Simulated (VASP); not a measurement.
Set up this calculation in VASP 6.6.1, as the native input.

```
Task                   : relaxation of cell and atoms
Functional             : PBE
Potentials or basis    : VASP PAW PBE potentials, release 64 (Al, O)
Cutoff                 : 600 eV
k mesh                 : 16 × 16 × 16
Occupations            : gaussian, width 0.1 eV
Spin                   : no spin polarisation
Dipole correction      : no
Further INCAR settings : ALGO = Normal; EDIFF = 1e-07; IBRION = 2; EDIFFG = -0.01; NSW = 100; ISIF = 3
```

The structure of Al2O lies in POSCAR:

```
Al2O
1.0
   -1.9867192550      1.9867192550      2.9044435346
    1.9867192550     -1.9867192550      2.9044435346
    1.9867192550      1.9867192550     -2.9044435346
Al O
2 1
Direct
    0.5000000000      0.0000000000      0.5000000000
    0.0000000000      0.5000000000      0.5000000000
    0.5000000000      0.5000000000      0.0000000000
```

One way to write it, as run:

INCAR

```
  PREC = Accurate
  ENCUT = 600
  EDIFF = 1E-7
  ISMEAR = 0
  SIGMA = 0.1
  LREAL = F
  LASPH = T
  NELM = 100
  ALGO = Normal
  ISIF = 3
  LWAVE = F
  LCHARG = F
  GGA = PE
  IBRION = 2
  NSW = 100
  EDIFFG = -0.01
```

KPOINTS

```
Automatic mesh
0
Gamma
  16 16 16
```

Potentials or basis: VASP PAW PBE potentials, release 64 (Al, O).

Command:

```sh
$ cat potpaw_PBE.64/Al/POTCAR potpaw_PBE.64/O/POTCAR > POTCAR
$ mpirun -np 1 vasp_std > vasp.out
```

Results of the run:

```yaml
Relaxed_volume: 15.22 Å³/atom
Relaxed_cell: a = 4.035 Å, b = 4.035 Å, c = 4.035 Å, α = 121.09°, β = 121.09°, γ = 88.12°
Space_group_after_relaxing_to_0.05_Å: I4/mmm (No. 139)
Energy_gained_by_relaxing: 0.1 meV/atom
Ionic_steps: 2
Pressure_after_relaxing: 0.0 GPa
Band_gap_on_the_k_mesh: zero (band 6 reaches 8.53 eV, above the bottom of band 7 at 5.56 eV)
```

Run time: 91 s on 1 thread of Intel(R) Xeon(R) 6975P-C (Granite Rapids), on a shared host, peak memory 0.32 GiB.
